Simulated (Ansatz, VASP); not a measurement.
## Two plane-wave programs on Ge

File INCAR:

```
SYSTEM = Ge
  ALGO = Normal
  EDIFF = 1E-6
  ENCUT = 500
  GGA = PE
  GGA_COMPAT = .FALSE.
  ISIF = 2
  ISMEAR = 0
  LASPH = .TRUE.
  LCHARG = .FALSE.
  LREAL = .FALSE.
  LWAVE = .FALSE.
  NBANDS = 21
  NELM = 120
  PREC = Accurate
  SIGMA = 0.02
```

File KPOINTS:

```
k-points
0
G
  6 6 6
  0 0 0
```

Contents of POSCAR:

```
Ge
1.0
    0.0000000000      2.8289100000      2.8289100000
    2.8289100000      0.0000000000      2.8289100000
    2.8289100000      2.8289100000      0.0000000000
Ge
2
Direct
    0.0000000000      0.0000000000      0.0000000000
    0.2500000000      0.2500000000      0.2500000000
```

Input for Ansatz:

```yaml
crystal:
  lattice:
    - [0.0, 2.82891, 2.82891]
    - [2.82891, 0.0, 2.82891]
    - [2.82891, 2.82891, 0.0]
  atoms:
    - { symbol: Ge, position: [0.0, 0.0, 0.0] }
    - { symbol: Ge, position: [0.25, 0.25, 0.25] }
basis:
  ecutwfc: 550.0
kpoints:
  mp_grid:
    grid: [6, 6, 6]
hamiltonian:
  xc: pbe
  pseudopotentials:
    kind: paw
scf:
  occupations:
    method: gaussian
    width: 0.02
output:
  stress: true
```

Alike in both runs: task single point; functional PBE; k mesh 6 × 6 × 6; occupations gaussian, width 0.02 eV; no spin polarisation.

|  | VASP | Ansatz |
| --- | --- | --- |
| version | VASP 6.6.1 | Ansatz 0.2.0 |
| potentials or method | VASP PAW PBE potentials, release 64 (Ge_d), cutoff 500 eV | plane waves, PAW |
| valence electrons in the cell | 28 | 28 |

VASP gave:

* pressure (GPa): 3.4

Q: What did Ansatz give for the same quantities?

A: Pressure (GPa): 3.6.
